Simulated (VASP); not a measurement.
# InSe (Pm-3m) in VASP: further runs

InSe is run at these levels: PBE; tasks: single point, relaxation of cell and atoms.

Program: VASP 6.6.1. These are calculated values, not measurements. Logs are shortened: lines on timing, memory, paths and dates and some standing lists are left out, and cuts for length are marked.

## Step 1: The cell of the first run

It takes space group Pm-3m (No. 221, cubic). The conventional cell has a = 3.683 Å, b = 3.683 Å, c = 3.683 Å, α = 90.00°, β = 90.00°, γ = 90.00°. In (site symmetry m-3m) has 8 Se at 3.19 Å and 6 In at 3.68 Å within 4.2 Å. Within 4.2 Å of Se (site symmetry m-3m) lie 8 In at 3.19 Å and 6 Se at 3.68 Å.

## Step 2: Single point, PBE

INCAR

```
SYSTEM = InSe
  PREC = Accurate
  ENCUT = 520
  EDIFF = 1E-6
  ISMEAR = 0
  SIGMA = 0.1
  LREAL = .FALSE.
  LASPH = .TRUE.
  NELM = 80
  ALGO = Normal
  ISIF = 2
  LWAVE = .FALSE.
  LCHARG = .FALSE.
  GGA = PE
  NBANDS = 16
```

KPOINTS

```
regular mesh
0
G
  4 4 4
  0 0 0
```

POSCAR

```
InSe
1.0
    3.6833805735      0.0000000000      0.0000000000
    0.0000000000      3.6833805735      0.0000000000
    0.0000000000      0.0000000000      3.6833805735
In Se
1 1
Direct
    0.0000000000      0.0000000000      0.0000000000
    0.5000000000      0.5000000000      0.5000000000
```

Potentials or basis: VASP PAW PBE potentials, release 64 (In_d, Se).

Command:

```bash
> cat potpaw_PBE.64/In_d/POTCAR potpaw_PBE.64/Se/POTCAR > POTCAR
> mpirun -np 1 vasp_std > vasp.out
```

OUTCAR:

```text
SYSTEM = InSe
   PREC = Accurate
   ENCUT = 520
   EDIFF = 1E-6
   ISMEAR = 0
   LREAL = .FALSE.
   LASPH = .TRUE.
   NELM = 80
   ISIF = 2
   GGA = PE

 ion  position               nearest neighbor table
   1  0.000  0.000  0.000-   2 3.19   2 3.19   2 3.19   2 3.19   2 3.19   2 3.19   2 3.19   2 3.19

   2  0.500  0.500  0.500-   1 3.19   1 3.19   1 3.19   1 3.19   1 3.19   1 3.19   1 3.19   1 3.19

  LATTYP: Found a simple cubic cell.
 ALAT       =     3.6833805735

  Lattice vectors:

 A1 = (   3.6833805735,   0.0000000000,   0.0000000000)
 A2 = (   0.0000000000,   3.6833805735,   0.0000000000)
 A3 = (   0.0000000000,   0.0000000000,   3.6833805735)

Analysis of symmetry for initial positions (statically):
=====================================================================
 Subroutine PRICEL returns:
 Original cell was already a primitive cell.

 Routine SETGRP: Setting up the symmetry group for a
 simple cubic supercell.

 Subroutine GETGRP returns: Found 48 space group operations
 (whereof 48 operations were pure point group operations)
 out of a pool of 48 trial point group operations.

The static configuration has the point symmetry O_h .

Analysis of symmetry for dynamics (positions and initial velocities):
=====================================================================
 Subroutine PRICEL returns:
 Original cell was already a primitive cell.

 Routine SETGRP: Setting up the symmetry group for a
 simple cubic supercell.

 Subroutine GETGRP returns: Found 48 space group operations
 (whereof 48 operations were pure point group operations)
 out of a pool of 48 trial point group operations.

The dynamic configuration has the point symmetry O_h .

 Subroutine INISYM returns: Found 48 space group operations
 (whereof 48 operations are pure point group operations),
 and found     1 'primitive' translations

----------------------------------------------------------------------------------------

                                     Primitive cell

  volume of cell :      49.9735

  direct lattice vectors                    reciprocal lattice vectors
     3.683380574  0.000000000  0.000000000     0.271489731  0.000000000  0.000000000
     0.000000000  3.683380574  0.000000000     0.000000000  0.271489731  0.000000000
     0.000000000  0.000000000  3.683380574     0.000000000  0.000000000  0.271489731

  length of vectors
     3.683380574  3.683380574  3.683380574     0.271489731  0.271489731  0.271489731

  position of ions in fractional coordinates (direct lattice)
     0.000000000  0.000000000  0.000000000
     0.500000000  0.500000000  0.500000000

  ion indices of the primitive-cell ions
   primitive index   ion index
                 1           1
                 2           2

----------------------------------------------------------------------------------------

 KPOINTS: regular mesh

Automatic generation of k-mesh.
 Grid dimensions read from file:
 generate k-points for:    4    4    4

 Generating k-lattice:

  Cartesian coordinates                     Fractional coordinates (reciprocal lattice)
     0.067872433  0.000000000  0.000000000     0.250000000  0.000000000  0.000000000
     0.000000000  0.067872433  0.000000000     0.000000000  0.250000000  0.000000000
     0.000000000  0.000000000  0.067872433     0.000000000  0.000000000  0.250000000

  Length of vectors
     0.067872433  0.067872433  0.067872433

  Shift w.r.t. Gamma in fractional coordinates (k-lattice)
     0.000000000  0.000000000  0.000000000

 Subroutine IBZKPT returns following result:
 ===========================================

 Found     10 irreducible k-points:

 Following reciprocal coordinates:
            Coordinates               Weight
  0.000000  0.000000  0.000000      1.000000
  0.250000  0.000000  0.000000      6.000000
  0.500000  0.000000  0.000000      3.000000
  0.250000  0.250000  0.000000     12.000000
  0.500000  0.250000  0.000000     12.000000
  0.500000  0.500000  0.000000      3.000000
  0.250000  0.250000  0.250000      8.000000
  0.500000  0.250000  0.250000     12.000000
  0.500000  0.500000  0.250000      6.000000
  0.500000  0.500000  0.500000      1.000000
   k-points           NKPTS =     10   k-points in BZ     NKDIM =     10   number of bands    NBANDS=     16
   number of dos      NEDOS =    301   number of ions     NIONS =      2
   total plane-waves  NPLWV =  21952
   dimension x,y,z NGX =    28 NGY =   28 NGZ =   28
   dimension x,y,z NGXF=    56 NGYF=   56 NGZF=   56
   ions per type =               1   1
   NGX,Y,Z   is equivalent  to a cutoff of  12.64, 12.64, 12.64 a.u.
   NGXF,Y,Z  is equivalent  to a cutoff of  25.28, 25.28, 25.28 a.u.
 SYSTEM =  InSe
   PREC   = accura    normal or accurate (medium, high low for compatibility)
   ISTART =      0    job   : 0-new  1-cont  2-samecut
   ICHARG =      2    charge: 1-file 2-atom 10-const
   ISPIN  =      1    spin polarized calculation?
   LNONCOLLINEAR =      F non collinear calculations
   LSORBIT =      F    spin-orbit coupling
   LASPH  =      T    aspherical Exc in radial PAW
   ENCUT  =  520.0 eV  38.22 Ry    6.18 a.u.   6.85  6.85  6.85*2*pi/ulx,y,z
   NELM   =     80;   NELMIN=  2; NELMDL= -5     # of ELM steps
   EDIFF  = 0.1E-05   stopping-criterion for ELM
   LREAL  =      F    real-space projection
   EDIFFG = 0.1E-04   stopping-criterion for IOM
   NSW    =      0    number of steps for IOM
   IBRION =     -1    ionic relax: 0-MD 1-quasi-New 2-CG
   NFREE  =      0    steps in history (QN), initial steepest desc. (CG)
   ISIF   =      2    stress and relaxation
   ISYM   =      2    0-nonsym 1-usesym 2-fastsym
   POTIM  = 0.5000    time-step for ionic-motion
   TEBEG  =    0.0;   TEEND  =   0.0 temperature during run
   PSTRESS=    0.0 pullay stress
   NELECT =      19.0000    total number of electrons
   NUPDOWN=      -1.0000    fix difference up-down
   EMIN   =  10.00;   EMAX   =-10.00  energy-range for DOS
   EFERMI =   0.00;   METHOD = LEGACY
   ISMEAR =     0;   SIGMA  =   0.10  broadening in eV -4-tet -1-fermi 0-gaus
   EFERMI_NEDOS =   21; number of points for ismear=-14 and -15
   IALGO  =     38    algorithm
   IMIX   =      4    mixing-type and parameters
     AMIX     =   0.40;   BMIX     =  1.00
     AMIX_MAG =   1.60;   BMIX_MAG =  1.00
  volume/ion in A,a.u.               =      24.99       168.62
  Fermi-wavevector in a.u.,A,eV,Ry     =   1.185986  2.241188 19.137438  1.406562
  Thomas-Fermi vector in A             =   2.322168
   LORBIT       =      0    0 simple, 1 ext, 2 COOP (PROOUT), +10 PAW based schemes
   GGA     = PE    functional components
   LHFCALC =     F    Hartree Fock is set to
   AEXX    =    0.0000 exact exchange contribution
   IVDW    =     0    specifies the selected vdW correction
   LEPSILON=     F    determine dielectric tensor
   LRPA    =     F    only Hartree local field effects (RPA)
 non-spin polarized calculation
 Gauss-broadening in eV      SIGMA  =   0.10
  energy-cutoff  :      520.00
  volume of cell :       49.97
 maximum number of plane-waves:      1376
 NGX is ok and might be reduce to    28
   NGX = 13   NGY = 13   NGZ = 13

 number of electron      19.0000013 magnetization

 Free energy of the ion-electron system (eV)
  ---------------------------------------------------
  ext. energy  EPLUGINS =         0.00000000
  ---------------------------------------------------
  free energy    TOTEN  =        -6.30832769 eV

  energy without entropy =       -6.29669861  energy(sigma->0) =       -6.30251315

 E-fermi :   5.1631     XC(G=0):  -9.9981

 val. band max:        5.1615593284   @ k =   0.5000   0.2500   0.0000
 cond. band min:       5.3164932722   @ k =   0.5000   0.5000   0.0000
 fundamental gap:      0.1549339438
 Fermi energy:         5.1630523164

 k-point     1 :       0.0000    0.0000    0.0000
  band No.  band energies     occupation
      1      -8.7657      2.00000
      2      -8.7657      2.00000
      3      -8.6111      2.00000
      4      -8.6111      2.00000
      5      -8.6111      2.00000
      6      -7.9241      2.00000
      7       1.8305      2.00000
      8       4.0010      2.00000
      9       4.0010      2.00000
     10       4.0010      2.00000
     11      10.7090      0.00000
     12      10.7090      0.00000
     13      13.4156      0.00000
     14      13.4156      0.00000
     15      13.4156      0.00000
     16      18.6941      0.00000

 k-point     2 :       0.2500    0.0000    0.0000
  band No.  band energies     occupation
      1      -8.7607      2.00000
      2      -8.7045      2.00000
      3      -8.6380      2.00000
      4      -8.6380      2.00000
      5      -8.6086      2.00000
      6      -7.5848      2.00000
      7       0.0968      2.00000
      8       4.4449      2.00000
      9       4.4449      2.00000
     10       4.9704      1.99356
     11      10.0455      0.00000
     12      11.2229      0.00000
     13      11.8333      0.00000
     14      11.8333      0.00000
     15      14.4506      0.00000
     16      16.5607      0.00000

 k-point     3 :       0.5000    0.0000    0.0000
  band No.  band energies     occupation
      1      -8.7558      2.00000
      2      -8.6646      2.00000
      3      -8.6646      2.00000
      4      -8.6438      2.00000
      5      -8.6062      2.00000
      6      -7.1623      2.00000
      7      -1.2234      2.00000
      8       5.0194      1.95775
      9       5.0194      1.95775
     10       6.7693      0.00000
     11       7.2647      0.00000
     12      10.4034      0.00000
     13      10.4034      0.00000
     14      12.1793      0.00000
     15      14.3464      0.00000
     16      19.1613      0.00000

 k-point     4 :       0.2500    0.2500    0.0000
  band No.  band energies     occupation
      1      -8.7303      2.00000
      2      -8.7246      2.00000
      3      -8.6661      2.00000
      4      -8.6357      2.00000
      5      -8.6311      2.00000
      6      -7.2020      2.00000
      7       0.1365      2.00000
      8       2.2698      2.00000
      9       4.7722      2.00000
     10       6.2707      0.00000
     11       8.3884      0.00000
     12      11.3993      0.00000
     13      11.6903      0.00000
     14      13.2838      0.00000
     15      15.7629      0.00000
     16      16.0071      0.00000

 k-point     5 :       0.5000    0.2500    0.0000
  band No.  band energies     occupation
      1      -8.7910      2.00000
      2      -8.7176      2.00000
      3      -8.6580      2.00000
      4      -8.6289      2.00000
      5      -8.6085      2.00000
      6      -6.7687      2.00000
      7      -0.5516      2.00000
      8       2.5194      2.00000
      9       4.8112      2.00000
     10       5.1616      1.01685
     11       8.9852      0.00000
     12      10.5740      0.00000
     13      11.1804      0.00000
     14      13.6603      0.00000
     15      16.2262      0.00000
     16      17.1507      0.00000

 k-point     6 :       0.5000    0.5000    0.0000
  band No.  band energies     occupation
      1      -8.8877      2.00000
      2      -8.6960      2.00000
      3      -8.6513      2.00000
      4      -8.6513      2.00000
      5      -8.5566      2.00000
      6      -6.3526      2.00000
      7       1.0990      2.00000
      8       1.0990      2.00000
      9       2.0012      2.00000
     10       5.3165      0.03001
     11      10.8475      0.00000
     12      10.8475      0.00000
     13      12.5429      0.00000
     14      12.6645      0.00000
     15      14.9152      0.00000
     16      14.9152      0.00000

 k-point     7 :       0.2500    0.2500    0.2500
  band No.  band energies     occupation
      1      -8.7407      2.00000
      2      -8.6690      2.00000
      3      -8.6690      2.00000
      4      -8.6577      2.00000
      5      -8.6577      2.00000
      6      -6.8912      2.00000
      7       0.3558      2.00000
      8       2.8361      2.00000
      9       2.8361      2.00000
     10       5.9941      0.00000
     11       9.3141      0.00000
     12       9.3141      0.00000
     13      10.7239      0.00000
     14      15.0595      0.00000
     15      15.0595      0.00000
     16      16.4718      0.00000

 k-point     8 :       0.5000    0.2500    0.2500
  band No.  band energies     occupation
      1      -8.7802      2.00000
      2      -8.6975      2.00000
      3      -8.6611      2.00000
      4      -8.6582      2.00000
      5      -8.5947      2.00000
      6      -6.5375      2.00000
      7       0.1293      2.00000
      8       2.5678      2.00000
      9       3.6852      2.00000
     10       4.6649      2.00000
     11       7.4644      0.00000
     12       9.1426      0.00000
     13      11.4954      0.00000
     14      14.9976      0.00000
     15      15.5456      0.00000
     16      16.7381      0.00000

 k-point     9 :       0.5000    0.5000    0.2500
  band No.  band energies     occupation
      1      -8.8098      2.00000
      2      -8.6919      2.00000
      3      -8.6919      2.00000
      4      -8.6252      2.00000
      5      -8.5552      2.00000
      6      -6.2819      2.00000
      7       1.7449      2.00000
      8       1.7449      2.00000
      9       2.6620      2.00000
     10       3.8581      2.00000
     11       8.0961      0.00000
     12       8.0961      0.00000
     13       8.8932      0.00000
     14      15.6149      0.00000
     15      18.0263      0.00000
     16      18.0263      0.00000

 k-point    10 :       0.5000    0.5000    0.5000
  band No.  band energies     occupation
      1      -8.7315      2.00000
      2      -8.7315      2.00000
      3      -8.7315      2.00000
      4      -8.5538      2.00000
      5      -8.5538      2.00000
      6      -6.1998      2.00000
      7       2.8043      2.00000
      8       2.8043      2.00000
      9       2.8043      2.00000
     10       4.1008      2.00000
     11       5.9181      0.00000
     12       5.9181      0.00000
     13       5.9181      0.00000
     14      20.1195      0.00000
     15      20.1195      0.00000
     16      20.1195      0.00000

------------------------ aborting loop because EDIFF is reached ----------------------------------------

  FORCE on cell =-STRESS in cart. coord.  units (eV):
  Direction    XX          YY          ZZ          XY          YZ          ZX
  --------------------------------------------------------------------------------------
  -------------------------------------------------------------------------------------
  Total       -0.0692225     -0.0692225     -0.0692225     -0.0000000      0.0000000      0.0000000
  in kB       -2.2193105     -2.2193105     -2.2193105     -0.0000000      0.0000000      0.0000000
  external PRESSURE =      -2.2193105 kB  Pullay stress =       0.0000000 kB

 VOLUME and BASIS-vectors are now :
 -----------------------------------------------------------------------------
  energy-cutoff  :      520.00
  volume of cell :       49.97
      direct lattice vectors                 reciprocal lattice vectors
     3.683380574  0.000000000  0.000000000     0.271489731  0.000000000  0.000000000
     0.000000000  3.683380574  0.000000000     0.000000000  0.271489731  0.000000000
     0.000000000  0.000000000  3.683380574     0.000000000  0.000000000  0.271489731

 POSITION                                       TOTAL-FORCE (eV/Angst)
 -----------------------------------------------------------------------------------
      0.00000      0.00000      0.00000         0.000000      0.000000      0.000000
      1.84169      1.84169      1.84169         0.000000      0.000000      0.000000
 -----------------------------------------------------------------------------------
    total drift:                               -0.000000      0.000000     -0.000000

  FREE ENERGIE OF THE ION-ELECTRON SYSTEM (eV)
  ---------------------------------------------------
  free  energy   TOTEN  =        -6.3083276876 eV

  energy  without entropy=       -6.2966986141  energy(sigma->0) =       -6.30251315
```

Wall time 7.5 s (1 thread of Intel Xeon 6975P-C (Granite Rapids), shared host); peak memory 0.15 GiB.

What came out:

```yaml
Free_energy: -6.3083 eV
Pressure: -0.2 GPa
Band_gap_on_the_k_mesh: zero (an odd number of electrons rules out a gap without spin polarisation)
```

Caveat: the k points lie up to 0.43 Å⁻¹ apart, too coarse for converged energies and pressures of a metal; spin-orbit coupling is left out, which moves the levels of the heavy elements.

[end of part 1 of 3]
